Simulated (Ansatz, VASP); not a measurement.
**LuHf4O: VASP beside Ansatz**

```
Lu Hf O
1.0
     3.01243    0.00000    0.00000
     0.00000    3.01243    0.00000
     0.00000    0.00000   13.45250
Lu Hf O
1 4 1
Direct
  0.00000 0.00000 0.50000
  0.50000 0.50000 0.31816
  0.50000 0.50000 0.89445
  0.50000 0.50000 0.10555
  0.50000 0.50000 0.68184
  0.00000 0.00000 0.00000
```

Change from the starting cell: species swapped into the MnFeSi4 type (P4/mmm, No. 123).

Alike in both runs: functional PBE; k mesh 12 × 12 × 4; occupations gaussian, width 0.1 eV; no spin polarisation.

Ansatz relaxed the structure, and its values are those at the end. VASP's run is a single point on that final structure, the one shown.

|  | VASP | Ansatz |
| --- | --- | --- |
| version | VASP 6.6.1 | Ansatz 0.2.0 |
| potentials or method | VASP PAW PBE potentials, release 64 (Lu, Hf_pv, O), cutoff 520 eV | scalar-relativistic, plane waves, PAW |
| valence electrons in the cell | 71 | 135 |

Ansatz gave:

- gap on the k mesh at the Fermi level (eV): none
- pressure (GPa): 0.0
- rms of the force components (eV/Å): 0.003

Problem. What did VASP give for the same quantities?

Solution. gap on the k mesh at the Fermi level (eV): none; pressure (GPa): -0.4; rms of the force components (eV/Å): 0.027.

A gap of «none» marks a metal or a gap that the smearing closes. With one functional, cell and mesh, what is left measures potentials, basis and numerics. VASP's potentials hold 71 valence electrons a cell and Ansatz's 135, so a difference there can come from the potentials and not from the codes.

Spin-orbit coupling is off throughout.
